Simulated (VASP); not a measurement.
A run of VASP 6.6.1 is set up as follows.

INCAR

```
SYSTEM = CuO
PREC = Accurate ; ENCUT = 520
EDIFF = 1E-6 ; ISMEAR = -1
SIGMA = 0.05 ; LREAL = .False.
LASPH = .True. ; NELM = 100
ALGO = Normal ; ISIF = 2
LWAVE = .False. ; LCHARG = .False.
GGA = RP ; NBANDS = 25
```

The input KPOINTS:

```
Automatic mesh
0
Gamma
  9 9 5
  0 0 0
```

File POSCAR:

```
CuO
1.0
    2.0171679519     -2.1818894341      0.0000000000
    2.0171679519      2.1818894341      0.0000000000
    0.0000000000      0.0000000000      5.2237769386
Cu O
2 2
Direct
    0.5000000000      0.0000000000      0.0000000000
    0.0000000000      0.5000000000      0.5000000000
    0.5000000000      0.5000000000      0.2500000000
    0.5000000000      0.5000000000      0.7500000000
```

Potentials or basis: VASP PAW PBE potentials, release 64 (Cu, O).

Launch:

```console
$ cat potpaw_PBE.64/Cu/POTCAR potpaw_PBE.64/O/POTCAR > POTCAR
$ mpirun -np 1 vasp_std > vasp.out
```

(1) What does it give for the band gap on the k mesh?

(2) Predict the pressure.

Results:

(1) zero (bands 17 and 18 overlap by 0.82 eV).

(2) 1.3 GPa.

Caveat: the PAW data sets were made with another functional, which shifts forces and pressure a little; semilocal functionals often make such compounds metallic where correlation or magnetic order opens a gap, which also shifts bond lengths.
